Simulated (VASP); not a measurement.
Wanted: the native input for a VASP 6.6.1 run.

```
Task                   : single point
Functional             : revPBE
Potentials or basis    : VASP PAW PBE potentials, release 64 (Hf_pv)
Cutoff                 : 520 eV
k mesh                 : 10 × 10 × 5
Occupations            : fermi-dirac, width 0.05 eV
Spin                   : no spin polarisation
Dipole correction      : no
Further INCAR settings : ALGO = Normal; EDIFF = 1e-06; NBANDS = 17
```

The structure of Hf lies in POSCAR:

```
Hf
1.0
    3.2272301678      0.0000000000      0.0000000000
   -1.6136150839      2.7948633092      0.0000000000
    0.0000000000      0.0000000000      5.0886103028
Hf
2
Direct
    0.6666666667      0.3333333333      0.7500000000
    0.3333333333      0.6666666667      0.2500000000
```

The input as run:

INCAR

```
PREC     = Accurate       # precision mode
ENCUT    = 520            # plane-wave cutoff, eV
EDIFF    = 1E-6           # SCF threshold, eV
ISMEAR   = -1             # smearing method
SIGMA    = 0.05           # smearing width, eV
LREAL    = F              # projectors in reciprocal space
LASPH    = T              # aspherical terms in the spheres
NELM     = 100            # most SCF steps
ALGO     = Normal         # electronic algorithm
ISIF     = 2              # what is computed and relaxed
LWAVE    = F              # write WAVECAR
LCHARG   = F              # write CHGCAR
GGA      = RE             # functional
NBANDS   = 17             # bands
```

KPOINTS

```
regular mesh
0
Gamma
  10 10 5
```

Potentials or basis: VASP PAW PBE potentials, release 64 (Hf_pv).

Launch:

```bash
$ cat potpaw_PBE.64/Hf_pv/POTCAR > POTCAR
$ mpirun -np 1 vasp_std > vasp.out
```

Results of the run:

```yaml
Pressure: -0.5 GPa
Band_gap_on_the_k_mesh: zero (bands 10 and 11 overlap by 1.51 eV)
```

Caveat: the PAW data sets were made with another functional, which shifts forces and pressure a little; spin-orbit coupling is left out, which moves the levels of the heavy elements.

It took 40 s on 1 thread of Intel Xeon 8259CL, with other jobs on the host, peak memory 0.17 GiB.
